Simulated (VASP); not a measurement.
# Zr3SiO8 (P-4m2) in VASP: relaxation of cell and atoms with PBE

Aim: the relaxation of cell and atoms of Zr3SiO8 with PBE.

Everything below comes from runs of VASP 6.6.1. Logs are shortened: lines on timing, memory, paths and dates and some standing lists are left out, and cuts for length are marked.

**1. The cell of the first run**

It takes space group P-4m2 (No. 115, tetragonal). The conventional cell has a = 3.636 Å, b = 3.636 Å, c = 10.470 Å, α = 90.00°, β = 90.00°, γ = 90.00°. Within 2.8 Å of Zr (site symmetry -4m2) lie 8 O at 2.11 to 2.39 Å. Zr (site symmetry 2mm) has 8 O at 2.11 to 2.39 Å within 2.8 Å. Si (site symmetry -4m2) has 8 O at 2.11 to 2.39 Å within 2.8 Å. O (site symmetry 2mm) has 2 Si at 2.11 Å and 2 Zr at 2.39 Å and 6 O at 2.62 Å within 2.8 Å. Within 2.8 Å of O (site symmetry 2mm) lie 4 Zr at 2.11 to 2.39 Å and 6 O at 2.62 Å. O (site symmetry 2mm) has 4 Zr at 2.11 to 2.39 Å and 6 O at 2.62 Å within 2.8 Å. O (site symmetry 2mm) has 2 Zr at 2.11 Å and 2 Si at 2.39 Å and 6 O at 2.62 Å within 2.8 Å.

**2. Relaxation of cell and atoms, PBE**

INCAR

```
ALGO = Normal
EDIFF = 1E-6
EDIFFG = -0.04
ENCUT = 600
GGA = PE
IBRION = 2
ISIF = 3
ISMEAR = 0
LASPH = True
LCHARG = False
LREAL = False
LWAVE = False
NELM = 80
NSW = 90
PREC = Accurate
SIGMA = 0.1
```

KPOINTS

```
k-points
0
Gamma
  6 6 2
```

POSCAR

```
Zr3SiO8
1.0
    3.6363259000      0.0000000000      0.0000000000
    0.0000000000      3.6363259000      0.0000000000
    0.0000000000      0.0000000000     10.4698194700
Zr Si O
3 1 8
Direct
    0.0000000000      0.0000000000      0.5000000000
    0.5000000000      0.5000000000      0.2500000000
    0.5000000000      0.5000000000      0.7500000000
    0.0000000000      0.0000000000      0.0000000000
    0.0000000000      0.5000000000      0.1015000000
    0.0000000000      0.5000000000      0.6015000000
    0.0000000000      0.5000000000      0.3515000000
    0.0000000000      0.5000000000      0.8515000000
    0.5000000000      0.0000000000      0.1485000000
    0.5000000000      0.0000000000      0.6485000000
    0.5000000000      0.0000000000      0.3985000000
    0.5000000000      0.0000000000      0.8985000000
```

Potentials or basis: VASP PAW PBE potentials, release 64 (Zr_sv, Si, O).

Started as:

```
$ cat potpaw_PBE.64/Zr_sv/POTCAR potpaw_PBE.64/Si/POTCAR potpaw_PBE.64/O/POTCAR > POTCAR
$ mpirun -np 1 vasp_std > vasp.out
```

OUTCAR:

```text
EDIFF = 1E-6
   EDIFFG = -0.04
   ENCUT = 600
   GGA = PE
   IBRION = 2
   ISIF = 3
   ISMEAR = 0
   LASPH = True
   LREAL = False
   NELM = 80
   NSW = 90
   PREC = Accurate

 ion  position               nearest neighbor table
   1  0.000  0.000  0.500-   6 2.11  11 2.11   6 2.11  11 2.11  10 2.39   7 2.39  10 2.39   7 2.39
                             2 3.67   3 3.67   2 3.67   3 3.67   2 3.67   3 3.67   2 3.67   3 3.67
   2  0.500  0.500  0.250-   7 2.11   9 2.11   9 2.11   7 2.11   5 2.39  11 2.39   5 2.39  11 2.39
                             1 3.67   1 3.67   1 3.67   1 3.67
   3  0.500  0.500  0.750-   8 2.11  10 2.11  10 2.11   8 2.11   6 2.39  12 2.39   6 2.39  12 2.39
                             1 3.67   1 3.67   1 3.67   1 3.67
   4  0.000  0.000  0.000-   5 2.11  12 2.11   5 2.11  12 2.11   9 2.39   8 2.39   9 2.39   8 2.39

   5  0.000  0.500  0.102-   4 2.11   4 2.11   2 2.39   2 2.39
   6  0.000  0.500  0.602-   1 2.11   1 2.11   3 2.39   3 2.39
   7  0.000  0.500  0.352-   2 2.11   2 2.11   1 2.39   1 2.39
   8  0.000  0.500  0.852-   3 2.11   3 2.11   4 2.39   4 2.39
   9  0.500  0.000  0.148-   2 2.11   2 2.11   4 2.39   4 2.39
  10  0.500  0.000  0.648-   3 2.11   3 2.11   1 2.39   1 2.39
  11  0.500  0.000  0.398-   1 2.11   1 2.11   2 2.39   2 2.39
  12  0.500  0.000  0.898-   4 2.11   4 2.11   3 2.39   3 2.39

  LATTYP: Found a simple tetragonal cell.
 ALAT       =     3.6363259000
 C/A-ratio  =     2.8792302335

  Lattice vectors:

 A1 = (   3.6363259000,   0.0000000000,   0.0000000000)
 A2 = (   0.0000000000,   3.6363259000,   0.0000000000)
 A3 = (   0.0000000000,   0.0000000000,  10.4698194700)

Analysis of symmetry for initial positions (statically):
=====================================================================
 Subroutine PRICEL returns:
 Original cell was already a primitive cell.

 Routine SETGRP: Setting up the symmetry group for a
 simple tetragonal supercell.

 Subroutine GETGRP returns: Found  8 space group operations
 (whereof  8 operations were pure point group operations)
 out of a pool of 16 trial point group operations.

The static configuration has the point symmetry D_2d.

Analysis of symmetry for dynamics (positions and initial velocities):
=====================================================================
 Subroutine PRICEL returns:
 Original cell was already a primitive cell.

 Routine SETGRP: Setting up the symmetry group for a
 simple tetragonal supercell.

 Subroutine GETGRP returns: Found  8 space group operations
 (whereof  8 operations were pure point group operations)
 out of a pool of 16 trial point group operations.

The dynamic configuration has the point symmetry D_2d.

 Subroutine INISYM returns: Found  8 space group operations
 (whereof  8 operations are pure point group operations),
 and found     1 'primitive' translations

----------------------------------------------------------------------------------------

                                     Primitive cell

  volume of cell :     138.4410

  direct lattice vectors                    reciprocal lattice vectors
     3.636325900  0.000000000  0.000000000     0.275002854  0.000000000  0.000000000
     0.000000000  3.636325900  0.000000000     0.000000000  0.275002854  0.000000000
     0.000000000  0.000000000 10.469819470     0.000000000  0.000000000  0.095512631

  length of vectors
     3.636325900  3.636325900 10.469819470     0.275002854  0.275002854  0.095512631

  position of ions in fractional coordinates (direct lattice)
     0.000000000  0.000000000  0.500000000
     0.500000000  0.500000000  0.250000000
     0.500000000  0.500000000  0.750000000
     0.000000000  0.000000000  0.000000000
     0.000000000  0.500000000  0.101500000
     0.000000000  0.500000000  0.601500000
     0.000000000  0.500000000  0.351500000
     0.000000000  0.500000000  0.851500000
     0.500000000  0.000000000  0.148500000
     0.500000000  0.000000000  0.648500000
     0.500000000  0.000000000  0.398500000
     0.500000000  0.000000000  0.898500000

  ion indices of the primitive-cell ions
   primitive index   ion index
                 1           1
                 2           2
                 3           3
                 4           4
                 5           5
                 6           6
                 7           7
                 8           8
                 9           9
                10          10
                11          11
                12          12

----------------------------------------------------------------------------------------

 KPOINTS: k-points

Automatic generation of k-mesh.
 Grid dimensions read from file:
 generate k-points for:    6    6    2

 Generating k-lattice:

  Cartesian coordinates                     Fractional coordinates (reciprocal lattice)
     0.045833809  0.000000000  0.000000000     0.166666667  0.000000000  0.000000000
     0.000000000  0.045833809  0.000000000     0.000000000  0.166666667  0.000000000
     0.000000000  0.000000000  0.047756315     0.000000000  0.000000000  0.500000000

  Length of vectors
     0.045833809  0.045833809  0.047756315

  Shift w.r.t. Gamma in fractional coordinates (k-lattice)
     0.000000000  0.000000000  0.000000000

 Subroutine IBZKPT returns following result:
 ===========================================

 Found     20 irreducible k-points:

 Following reciprocal coordinates:
            Coordinates               Weight
  0.000000  0.000000  0.000000      1.000000
  0.166667  0.000000  0.000000      4.000000
  0.333333  0.000000  0.000000      4.000000
  0.500000  0.000000  0.000000      2.000000
  0.166667  0.166667  0.000000      4.000000
  0.333333  0.166667  0.000000      8.000000
[... 12 lines left out ...]
  0.500000  0.333333  0.500000      4.000000
  0.500000  0.500000  0.500000      1.000000
   k-points           NKPTS =     20   k-points in BZ     NKDIM =     20   number of bands    NBANDS=     52
   number of dos      NEDOS =    301   number of ions     NIONS =     12
   total plane-waves  NPLWV =  75600
   dimension x,y,z NGX =    30 NGY =   30 NGZ =   84
   dimension x,y,z NGXF=    60 NGYF=   60 NGZF=  168
   ions per type =               3   1   8
   NGX,Y,Z   is equivalent  to a cutoff of  13.72, 13.72, 13.34 a.u.
   NGXF,Y,Z  is equivalent  to a cutoff of  27.43, 27.43, 26.68 a.u.
 SYSTEM =  unknown system
   PREC   = accura    normal or accurate (medium, high low for compatibility)
   ISTART =      0    job   : 0-new  1-cont  2-samecut
   ICHARG =      2    charge: 1-file 2-atom 10-const
   ISPIN  =      1    spin polarized calculation?
   LNONCOLLINEAR =      F non collinear calculations
   LSORBIT =      F    spin-orbit coupling
   LASPH  =      T    aspherical Exc in radial PAW
   ENCUT  =  600.0 eV  44.10 Ry    6.64 a.u.   7.26  7.26 20.91*2*pi/ulx,y,z
   NELM   =     80;   NELMIN=  2; NELMDL= -5     # of ELM steps
   EDIFF  = 0.1E-05   stopping-criterion for ELM
   LREAL  =      F    real-space projection
   EDIFFG = -.4E-01   stopping-criterion for IOM
   NSW    =     90    number of steps for IOM
   IBRION =      2    ionic relax: 0-MD 1-quasi-New 2-CG
   NFREE  =      1    steps in history (QN), initial steepest desc. (CG)
   ISIF   =      3    stress and relaxation
   ISYM   =      2    0-nonsym 1-usesym 2-fastsym
   POTIM  = 0.5000    time-step for ionic-motion
   TEBEG  =    0.0;   TEEND  =   0.0 temperature during run
   PSTRESS=    0.0 pullay stress
   NELECT =      88.0000    total number of electrons
   NUPDOWN=      -1.0000    fix difference up-down
   EMIN   =  10.00;   EMAX   =-10.00  energy-range for DOS
   EFERMI =   0.00;   METHOD = LEGACY
   ISMEAR =     0;   SIGMA  =   0.10  broadening in eV -4-tet -1-fermi 0-gaus
   EFERMI_NEDOS =   21; number of points for ismear=-14 and -15
   IALGO  =     38    algorithm
   IMIX   =      4    mixing-type and parameters
     AMIX     =   0.40;   BMIX     =  1.00
     AMIX_MAG =   1.60;   BMIX_MAG =  1.00
  volume/ion in A,a.u.               =      11.54        77.85
  Fermi-wavevector in a.u.,A,eV,Ry     =   1.407605  2.659988 26.957927  1.981352
  Thomas-Fermi vector in A             =   2.529847
   LORBIT       =      0    0 simple, 1 ext, 2 COOP (PROOUT), +10 PAW based schemes
   GGA     = PE    functional components
   LHFCALC =     F    Hartree Fock is set to
   AEXX    =    0.0000 exact exchange contribution
   IVDW    =     0    specifies the selected vdW correction
   LEPSILON=     F    determine dielectric tensor
   LRPA    =     F    only Hartree local field effects (RPA)
 conjugate gradient relaxation of ions
 non-spin polarized calculation
 Gauss-broadening in eV      SIGMA  =   0.10
  energy-cutoff  :      600.00
  volume of cell :      138.44
 maximum number of plane-waves:      4636
 NGX is ok and might be reduce to    30
   NGX = 15   NGY = 15   NGZ = 41

--------------------------------------- Ionic step        1  -------------------------------------------

 number of electron      87.9999960 magnetization

 Free energy of the ion-electron system (eV)
  ---------------------------------------------------
  ext. energy  EPLUGINS =         0.00000000
  ---------------------------------------------------
  free energy    TOTEN  =      -104.50756995 eV

  energy without entropy =     -104.50756995  energy(sigma->0) =     -104.50756995

------------------------ aborting loop because EDIFF is reached ----------------------------------------

  FORCE on cell =-STRESS in cart. coord.  units (eV):
  Direction    XX          YY          ZZ          XY          YZ          ZX
  --------------------------------------------------------------------------------------
  -------------------------------------------------------------------------------------
  Total      -12.3482218    -12.3482218     -7.7605446      0.0000000     -0.0000000      0.0000000
  in kB     -142.9059174   -142.9059174    -89.8127491      0.0000000     -0.0000000      0.0000000
  external PRESSURE =    -125.2081947 kB  Pullay stress =       0.0000000 kB
[... 119 lines left out ...]
  FREE ENERGIE OF THE ION-ELECTRON SYSTEM (eV)
  ---------------------------------------------------
  free  energy   TOTEN  =      -105.1678605796 eV

  energy  without entropy=     -105.1678605796  energy(sigma->0) =     -105.16786058

[... ionic steps 4 to 11 ...]

--------------------------------------- Ionic step       12  -------------------------------------------

 number of electron      88.0000029 magnetization

------------------------ aborting loop because EDIFF is reached ----------------------------------------
[... 87 lines left out ...]
--------------------------------------- Ionic step       14  -------------------------------------------

 number of electron      88.0000027 magnetization

 Free energy of the ion-electron system (eV)
  ---------------------------------------------------
  ext. energy  EPLUGINS =         0.00000000
  ---------------------------------------------------
  free energy    TOTEN  =      -105.71742021 eV

  energy without entropy =     -105.71742021  energy(sigma->0) =     -105.71742021

 E-fermi :   6.4066     XC(G=0): -11.4767

 val. band max:        5.8886158748   @ k =   0.0000   0.0000   0.0000
 cond. band min:       7.5152333526   @ k =   0.0000   0.0000   0.0000
 fundamental gap:      1.6266174779
 Fermi energy:         6.4066389216

 k-point     1 :       0.0000    0.0000    0.0000
  band No.  band energies     occupation
      1     -41.3701      2.00000
      2     -41.2797      2.00000
      3     -41.2767      2.00000
      4     -19.9069      2.00000
      5     -19.6368      2.00000
      6     -19.4289      2.00000
[... 1128 lines left out ...]
  FREE ENERGIE OF THE ION-ELECTRON SYSTEM (eV)
  ---------------------------------------------------
  free  energy   TOTEN  =      -105.7174202132 eV

  energy  without entropy=     -105.7174202132  energy(sigma->0) =     -105.71742021

 reached required accuracy - stopping structural energy minimisation
```

Run time: 20 min. Hardware: 1 thread of Intel Xeon Platinum 8488C (Sapphire Rapids), shared host; peak memory 0.36 GiB.

Results:

- Free energy: -105.7174 eV
- Relaxed volume: 11.01 Å³/atom
- Relaxed cell: a = 3.505 Å, b = 3.505 Å, c = 10.760 Å, α = 90.00°, β = 90.00°, γ = 90.00°
- Space group after relaxing (to 0.1 Å): P-4m2 (No. 115)
- Energy gained by relaxing: 100.8 meV/atom
- Ionic steps: 14
- Pressure after relaxing: 0.0 GPa
- Largest force after relaxing: 0.037 eV/Å
- Band gap on the k mesh: 1.63 eV

Forces on the atoms (eV/Å):
```
Zr   0.000  0.000  0.000
Zr   0.000  0.000  0.014
Zr   0.000  0.000 -0.014
Si   0.000  0.000  0.000
O    0.000  0.000 -0.020
O    0.000  0.000  0.007
O    0.000  0.000  0.012
O    0.000  0.000 -0.037
O    0.000  0.000  0.037
O    0.000  0.000 -0.012
O    0.000  0.000 -0.007
O    0.000  0.000  0.020
```

Stress tensor (GPa, compression positive):
```
 0.08  0.00  0.00
 0.00  0.08  0.00
 0.00  0.00 -0.07
```

The path:
| step | energy change (eV) | largest force (eV/Å) | pressure (GPa) | volume (Å³) |
| --- | --- | --- | --- | --- |
| 1 | 0.0000 | 2.2480 | -12.52 | 138.44 |
| 2 | -0.4131 | 1.7112 | 17.48 | 121.14 |
| 3 | -0.6603 | 2.0112 | 4.25 | 127.26 |
| 4 | -0.9993 | 0.5326 | 2.24 | 127.84 |
| 5 | -1.0201 | 0.8323 | 1.82 | 128.01 |
| 6 | -1.1078 | 0.6637 | -1.08 | 130.35 |
| 7 | -1.1082 | 0.6809 | -1.26 | 130.52 |
| 8 | -1.1706 | 0.5768 | 0.42 | 130.62 |
| 9 | -1.1718 | 0.6058 | 0.70 | 130.64 |
| 10 | -1.2044 | 0.2077 | 0.43 | 131.54 |
| 11 | -1.2083 | 0.1053 | 0.34 | 131.98 |
| 12 | -1.2092 | 0.0734 | -0.46 | 132.44 |
| 13 | -1.2094 | 0.0514 | -0.22 | 132.30 |
| 14 | -1.2099 | 0.0367 | 0.03 | 132.16 |

Final structure:
```
Zr Si O
1.0
     3.50473    0.00000    0.00000
     0.00000    3.50473    0.00000
     0.00000    0.00000   10.75965
Zr Si O
3 1 8
Direct
  0.00000 0.00000 0.50000
  0.50000 0.50000 0.24631
  0.50000 0.50000 0.75369
  0.00000 0.00000 0.00000
  0.00000 0.50000 0.07277
  0.00000 0.50000 0.59468
  0.00000 0.50000 0.34037
  0.00000 0.50000 0.84524
  0.50000 0.00000 0.15476
  0.50000 0.00000 0.65963
  0.50000 0.00000 0.40532
  0.50000 0.00000 0.92723
```

A k mesh can miss the band edges.
